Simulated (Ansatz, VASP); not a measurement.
# P: VASP beside Ansatz

```
P
1.0
     0.00000    1.85800    1.85800
     1.85800    0.00000    1.85800
     1.85800    1.85800    0.00000
P
1
Direct
  0.00000 0.00000 0.00000
```

Alike in both runs: task single point; functional PBEsol; k mesh 16 × 16 × 16; occupations fermi-dirac, width 0.1 eV; no spin polarisation.

```csv
,VASP,Ansatz
version,VASP 6.6.1,Ansatz 0.2.0
potentials or method,"VASP PAW PBE potentials, release 64 (P), cutoff 520 eV","plane waves (420 eV) with PAW, scalar-relativistic"
valence electrons in the cell,5,5
```

|  | VASP | Ansatz | Ansatz less VASP |
| --- | --- | --- | --- |
| pressure (GPa) | 11.1 | 10.9 | -0.18 |

VASP's potentials were made for PBE, not for PBEsol, and Ansatz warns of the same on its side. The functional is the same, so the differences come from potentials, cutoffs and numerics.
